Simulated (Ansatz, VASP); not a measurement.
**Two plane-wave programs on CdS**

```
CELL_PARAMETERS angstrom
0.00000 2.69596 2.75224
2.69596 0.00000 2.75224
2.69596 2.69596 0.00000
ATOMIC_POSITIONS crystal
Cd 0.00000 0.00000 0.00000
S 0.50000 0.50000 0.50000
```

Change from the starting cell: epitaxial_xy strain -1.1%.

Alike in both runs: task single point; functional PBE; k mesh 8 × 8 × 8; occupations fermi-dirac, width 0.02 eV; no spin polarisation.

|  | VASP | Ansatz |
| --- | --- | --- |
| version | VASP 6.6.1 | Ansatz 0.2.0 |
| potentials or method | VASP PAW PBE potentials, release 64 (Cd_sv_GW, S) | plane waves, PAW |
| plane-wave cutoff (eV) | 630 | 420 |
| valence electrons in the cell | 26 | 26 |

```tsv
	VASP	Ansatz	Ansatz less VASP
pressure (GPa)	2.8	2.9	+0.15
traceless stress, the component that is largest in VASP (GPa)	-1.19	-1.20	-0.001
```
